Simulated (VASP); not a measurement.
Wanted: the native input for a VASP 6.6.1 run.

| Item | Value |
| --- | --- |
| Task | single point |
| Functional | PBE |
| Potentials or basis | VASP PAW PBE potentials, release 64 (Na_pv, H) |
| Cutoff | 500 eV |
| k mesh | 12 × 12 × 10 |
| Occupations | gaussian, width 0.02 eV |
| Spin | no spin polarisation |
| Dipole correction | no |
| Further INCAR settings | ALGO = Normal; EDIFF = 1e-06; NBANDS = 11 |

The structure of NaH lies in POSCAR:

```
NaH
1.0
    3.3083145868      0.0000000000      0.0000000000
   -1.6541572934      2.8650844759      0.0000000000
    0.0000000000      0.0000000000      3.0251331538
Na H
1 1
Direct
    0.3333333333      0.6666666667      0.5000000000
    0.6666666667      0.3333333333      0.0000000000
```

One way to write it, as run:

INCAR

```
  ALGO = Normal
  EDIFF = 1E-6
  ENCUT = 500
  GGA = PE
  GGA_COMPAT = F
  ISIF = 2
  ISMEAR = 0
  LASPH = T
  LCHARG = F
  LREAL = F
  LWAVE = F
  NBANDS = 11
  NELM = 120
  PREC = Accurate
  SIGMA = 0.02
```

KPOINTS

```
k-points
0
Gamma
  12 12 10
```

Potentials or basis: VASP PAW PBE potentials, release 64 (Na_pv, H).

Run with:

```bash
$ cat potpaw_PBE.64/Na_pv/POTCAR potpaw_PBE.64/H/POTCAR > POTCAR
$ mpirun -np 1 vasp_std > vasp.out
```

It gave:

- Pressure: 0.0 GPa
- Band gap on the k mesh: 2.31 eV, indirect (least direct gap 4.32 eV)

Run time: 22 s on 1 thread of AMD EPYC 7R43 64-Core Processor (Zen 3), with other jobs on the host, peak memory 0.12 GiB.
